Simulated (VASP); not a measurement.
# Si12O23F (a cell with a defect) in VASP: further runs, part 2 of 2

VASP 6.6.1. Earlier steps stand in the parts before.

## (3) Single point, PBE

The input, INCAR:

```
ALGO     = Normal         # electronic algorithm
EDIFF    = 1E-6           # SCF threshold, eV
ENCUT    = 520            # plane-wave cutoff, eV
GGA      = PE             # functional
ISIF     = 2              # what is computed and relaxed
ISMEAR   = -1             # smearing method
LASPH    = T              # aspherical terms in the spheres
LCHARG   = F              # write CHGCAR
LREAL    = Auto         
LWAVE    = F              # write WAVECAR
NBANDS   = 120            # bands
NELECT   = 192.0        
NELM     = 100            # most SCF steps
PREC     = Accurate       # precision mode
SIGMA    = 0.01           # smearing width, eV
```

The input, KPOINTS:

```
k-points
0
Gamma
  3 3 4
```

The input, POSCAR:

```
Si12O23F
1.0
   -7.3724492651      4.2564855678      5.4313011400
    7.3724492651     -4.2564855678      5.4313011400
    2.4574830884      4.2564855678     -5.4313011400
Si F O
12 1 23
Direct
    0.2688113290      0.2710049330      0.5393370986
    0.7824083265      0.7886958290      0.5493978788
    0.7691076237      0.2662370896      0.0298940756
    0.2661500193      0.7658188094      0.0352216548
    0.5633544219      0.3139925146      0.2223591227
    0.0687254578      0.8379161017      0.2347926744
    0.0658246856      0.3335807424      0.7343751755
    0.5600775229      0.8296942670      0.7287929454
    0.1659815005      0.3979869673      0.2316366998
    0.6632883515      0.9012066743      0.2306227309
    0.6699901260      0.4077415876      0.7453372096
    0.1661889809      0.8926730203      0.7265032391
    0.5961581352      0.5233710908      0.3297591569
    0.0974998975      0.0314111266      0.3492393186
    0.0935218646      0.5268012463      0.8457806487
    0.5955945141      0.0265564106      0.8361331262
    0.4907829760      0.3559413398      0.7361779342
    0.9836303289      0.8390642367      0.7158378510
    0.9887603262      0.3501474025      0.2271796115
    0.4886964953      0.8526238798      0.2314200268
    0.5882513669      0.3014664282      0.4409658398
    0.0884602190      0.7912473276      0.4290670072
    0.0832196718      0.2856708655      0.9273177561
    0.5801158060      0.7899147232      0.9277881845
    0.2518080269      0.3187343093      0.3468522168
    0.7423543532      0.8116554993      0.3355724799
    0.7508948245      0.3208451720      0.8462791047
    0.2502118761      0.8141773170      0.8426096733
    0.3428391411      0.6374626729      0.4240425303
    0.8444196069      0.1396797029      0.4310139542
    0.8450736761      0.6456831207      0.9347859901
    0.3401116063      0.1368273728      0.9310615271
    0.7322285399      0.8622047162      0.7233746763
    0.2397755803      0.3791240483      0.7316891986
    0.2382623755      0.8793171515      0.2243363642
    0.7374204458      0.3735243037      0.2234453178
```

Potentials or basis: VASP PAW PBE potentials, release 64 (Si, F, O).

Run with:

```console
> cat potpaw_PBE.64/Si/POTCAR potpaw_PBE.64/F/POTCAR potpaw_PBE.64/O/POTCAR > POTCAR
> mpirun -np 1 vasp_std > vasp.out
```

OUTCAR:

```text
EDIFF = 1E-6
   ENCUT = 520
   GGA = PE
   ISIF = 2
   ISMEAR = -1
   LASPH = T
   LREAL = Auto
   NELECT = 192.0
   NELM = 100
   PREC = Accurate

 ion  position               nearest neighbor table
   1  0.269  0.271  0.539-  34 1.62  14 1.63  17 1.63  25 1.63  11 3.06   7 3.06   6 3.06   9 3.06

   2  0.782  0.789  0.549-  33 1.58  18 1.59  26 1.59  13 1.79  10 3.04  12 3.05   8 3.11
[... 2435 lines left out ...]
  -------------------------------------------------------------------------------------
  Total       -2.6635164     -1.4336917     -2.3638913      0.0555167      0.4132438     -1.1831346
  in kB       -9.3892389     -5.0539481     -8.3330216      0.1957037      1.4567378     -4.1707019
  external PRESSURE =      -7.5920695 kB  Pullay stress =       0.0000000 kB

 VOLUME and BASIS-vectors are now :
 -----------------------------------------------------------------------------
  energy-cutoff  :      520.00
  volume of cell :      454.50
      direct lattice vectors                 reciprocal lattice vectors
    -7.372449265  4.256485568  5.431301140     0.000000000  0.117467801  0.092058972
     7.372449265 -4.256485568  5.431301140     0.101730100  0.058733901  0.092058972
     2.457483088  4.256485568 -5.431301140     0.101730100  0.176201702  0.000000000

 POSITION                                       TOTAL-FORCE (eV/Angst)
 -----------------------------------------------------------------------------------
      1.34158      2.28634      0.00260         0.006249      0.014036     -0.000967
      1.39649      2.31174      5.54919         0.018878      0.032017      0.010671
     -3.63392      2.26770      5.46091         0.020236      0.009975     -0.002554
      3.77034     -1.97691      5.41363         0.011071      0.011314      0.007316
     -1.29196      2.00787      3.55744         0.006460     -0.008787     -0.012523
      6.24782     -2.27466      3.64901         0.009608     -0.009358     -0.003240
[... 28 lines left out ...]
      5.27745     -1.77376      4.85147         0.003479     -0.005282      0.000152
     -2.13369      2.50001      4.82028        -0.018503     -0.001290      0.020513
 -----------------------------------------------------------------------------------
    total drift:                               -0.005734      0.006624     -0.006076

  FREE ENERGIE OF THE ION-ELECTRON SYSTEM (eV)
  ---------------------------------------------------
  free  energy   TOTEN  =      -284.0956461643 eV

  energy  without entropy=     -284.0956461643  energy(sigma->0) =     -284.09564616
```

OSZICAR:

```text
N       E                     dE             d eps       ncg     rms          rms(c)
DAV:   1     0.123689696411E+04    0.12369E+04   -0.10195E+05  4656   0.149E+03
DAV:   2    -0.222961707049E+03   -0.14599E+04   -0.14263E+04  5488   0.342E+02
DAV:   3    -0.318251309023E+03   -0.95290E+02   -0.94834E+02  5440   0.938E+01
DAV:   4    -0.319781784026E+03   -0.15305E+01   -0.15254E+01  5544   0.126E+01
DAV:   5    -0.319815554974E+03   -0.33771E-01   -0.33733E-01  5376   0.177E+00    0.490E+01
DAV:   6    -0.283971634124E+03    0.35844E+02   -0.15532E+02  5296   0.355E+01    0.228E+01
DAV:   7    -0.284091642038E+03   -0.12001E+00   -0.52720E+00  5832   0.676E+00    0.858E+00
DAV:   8    -0.284061113031E+03    0.30529E-01   -0.37419E-01  5464   0.256E+00    0.349E+00
DAV:   9    -0.284086736238E+03   -0.25623E-01   -0.91561E-02  5472   0.165E+00    0.517E-01
DAV:  10    -0.284094373767E+03   -0.76375E-02   -0.33763E-02  5464   0.701E-01    0.420E-01
DAV:  11    -0.284094971804E+03   -0.59804E-03   -0.23835E-03  5392   0.189E-01    0.245E-01
DAV:  12    -0.284095702717E+03   -0.73091E-03   -0.33218E-03  5368   0.214E-01    0.823E-02
DAV:  13    -0.284095661240E+03    0.41477E-04   -0.37126E-04  6136   0.103E-01    0.634E-02
DAV:  14    -0.284095646557E+03    0.14683E-04   -0.41796E-04  5448   0.811E-02    0.351E-02
DAV:  15    -0.284095646536E+03    0.21348E-07   -0.27666E-05  5472   0.219E-02    0.184E-02
DAV:  16    -0.284095646164E+03    0.37174E-06   -0.66743E-06  5176   0.996E-03
   1 F= -.28409565E+03 E0= -.28409565E+03  d E =-.294593E-12
```

stdout:

```text
POSCAR found type information on POSCAR SiF O
 POSCAR found :  3 types and      36 ions
 scaLAPACK will be used
 LDA part: xc-table for (Slater+PW92), standard interpolation
 -----------------------------------------------------------------------------
|                                                                             |
|           W    W    AA    RRRRR   N    N  II  N    N   GGGG   !!!           |
|           W    W   A  A   R    R  NN   N  II  NN   N  G    G  !!!           |
[... 14 lines left out ...]

 POSCAR, INCAR and KPOINTS ok, starting setup
 FFT: planning ... GRIDC
 FFT: planning ... GRID_SOFT
 FFT: planning ... GRID
 WAVECAR not read
 entering main loop
 the old and the new charge density differ
 old charge density:   193.00000 new  192.00000
    0.490E+01
```

Wall time 77 min (1 thread of Intel Xeon Platinum 8488C (Sapphire Rapids), shared host); peak memory 1.1 GiB.

What came out:

```yaml
Free_energy: -284.0956 eV
Largest_force: 0.039 eV/Å
```

Forces on the atoms (eV/Å):
```
Si   0.006  0.014 -0.001
Si   0.019  0.032  0.011
Si   0.020  0.010 -0.003
Si   0.011  0.011  0.007
Si   0.006 -0.009 -0.013
Si   0.010 -0.009 -0.003
Si   0.009 -0.019  0.001
Si  -0.003 -0.006  0.011
Si  -0.011  0.005  0.001
Si  -0.027  0.004  0.000
Si  -0.023 -0.011  0.005
Si  -0.001 -0.005 -0.005
F   -0.002 -0.001 -0.001
O    0.005  0.005  0.000
O    0.002  0.003  0.000
O    0.004  0.006  0.005
O   -0.006 -0.003 -0.005
O   -0.018  0.012  0.012
O   -0.009  0.006  0.004
O   -0.002  0.001 -0.007
O    0.020  0.014 -0.005
O    0.000 -0.017  0.010
O   -0.001 -0.007 -0.002
O    0.003 -0.003  0.002
O   -0.003  0.009 -0.004
O    0.008 -0.021  0.009
O    0.006  0.001  0.001
O   -0.003  0.020 -0.014
O   -0.009 -0.007 -0.004
O   -0.001  0.009  0.001
O   -0.007 -0.002  0.002
O   -0.009 -0.017 -0.011
O    0.018 -0.015 -0.023
O    0.005 -0.003 -0.001
O    0.003 -0.005  0.000
O   -0.019 -0.001  0.021
```

Caveat: the cell carries a net charge on a neutralising background, which shifts energy and pressure; the cell is charged against a uniform background, so pressure and absolute levels hang on convention.
